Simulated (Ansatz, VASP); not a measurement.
## One calculation of TaN, two programs

The input INCAR:

```
SYSTEM = TaN
PREC     = Accurate       ! precision mode
ENCUT    = 520            ! plane-wave cutoff, eV
EDIFF    = 1E-6           ! SCF threshold, eV
ISMEAR   = -1             ! smearing method
SIGMA    = 0.1            ! smearing width, eV
LREAL    = .False.        ! projectors in reciprocal space
LASPH    = .True.         ! aspherical terms in the spheres
NELM     = 80             ! most SCF steps
ALGO     = Normal         ! electronic algorithm
ISIF     = 2              ! what is computed and relaxed
LWAVE    = .False.        ! write WAVECAR
LCHARG   = .False.        ! write CHGCAR
NBANDS   = 33             ! bands
```

The input KPOINTS:

```
regular mesh
0
Gamma
  6 6 10
  0 0 0
```

Contents of POSCAR:

```
TaN
1.0
    5.1910000000      0.0000000000      0.0000000000
   -2.5955000000      4.4955378700      0.0000000000
    0.0000000000      0.0000000000      2.9080000000
Ta N
3 3
Direct
    0.0000000000      0.0000000000      0.0000000000
    0.3333333333      0.6666666667      0.5000000000
    0.6666666667      0.3333333333      0.5000000000
    0.5000000000      0.0000000000      0.0000000000
    0.5000000000      0.5000000000      0.0000000000
    0.0000000000      0.5000000000      0.0000000000
```

Input for Ansatz:

```yaml
crystal:
  lattice:
    - [5.191, 0.0, 0.0]
    - [-2.5955, 4.49553787, 0.0]
    - [0.0, 0.0, 2.908]
  atoms:
    - { symbol: Ta, position: [0.0, 0.0, 0.0] }
    - { symbol: Ta, position: [0.3333333333333333, 0.6666666666666666, 0.5] }
    - { symbol: Ta, position: [0.6666666666666666, 0.3333333333333333, 0.5] }
    - { symbol: "N", position: [0.5, 0.0, 0.0] }
    - { symbol: "N", position: [0.5, 0.5, 0.0] }
    - { symbol: "N", position: [0.0, 0.5, 0.0] }
basis:
  ecutwfc: 450.0
kpoints:
  mp_grid:
    grid: [6, 6, 10]
hamiltonian:
  xc: lda
scf:
  occupations:
    method: fermi_dirac
    width: 0.1
output:
  forces: true
  stress: true
```

Alike in both runs: task single point; functional LDA; k mesh 6 × 6 × 10; occupations fermi-dirac, width 0.1 eV; no spin polarisation.

|  | VASP | Ansatz |
| --- | --- | --- |
| version | VASP 6.6.1 | Ansatz 0.2.0 |
| potentials or method | VASP PAW LDA potentials, release 64 (Ta_pv, N), cutoff 520 eV | plane waves, PAW |
| valence electrons in the cell | 48 | 54 |

VASP gave:

* pressure (GPa): -3.6
* traceless stress, the component that is largest in VASP (GPa): -0.91

Problem. Which values does Ansatz return?

Solution. Pressure (GPa): -5.3; traceless stress, the component that is largest in VASP (GPa): -1.38.

LDA's correlation is that of Perdew and Zunger in VASP and of Perdew and Wang (1992) in Ansatz. VASP's potentials hold 48 valence electrons a cell and Ansatz's 54, so a difference there can come from the potentials and not from the codes.

Neither program's run includes spin-orbit coupling.
